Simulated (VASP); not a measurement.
# Co: single point with BLYP

Crystal: Co.

```xyz
1
Lattice="0.0000 1.6813 1.6813 1.6813 0.0000 1.6813 1.6813 1.6813 0.0000" Properties=species:S:1:pos:R:3 pbc="T T T"
Co    0.0000    0.0000    0.0000
```

This isn't the form of Co at room conditions, which is hcp.

```
Program             : VASP 6.6.1
Task                : single point
Functional          : BLYP
Potentials or basis : VASP PAW PBE potentials, release 64 (Co)
Cutoff              : 600 eV
k mesh              : 17 × 17 × 17
Occupations         : fermi-dirac, width 0.1 eV
Spin                : no spin polarisation
```

The pressure is 37.4 GPa and the band gap on the k mesh is zero (an odd number of electrons rules out a gap without spin polarisation).

Levels at points of the mesh, in eV from the Fermi level:
| k point | band 2 | band 3 | band 4 | band 5 | band 6 | band 7 |
| --- | --- | --- | --- | --- | --- | --- |
| (0.00, 0.00, 0.00) | -2.17 | -2.17 | -2.17 | -0.66 | -0.66 | 24.47 |

It took 16 s on 1 thread of Intel(R) Xeon(R) Platinum 8488C (Sapphire Rapids), on a shared host, peak memory 0.13 GiB.

Caveat: the cell stands under pressure; the PAW data sets were made with another functional, which shifts forces and pressure a little; the run has no spin polarisation, though such a crystal can be magnetic. Spin polarisation is off, so any magnetic state and its effect on volume and gap are missing.
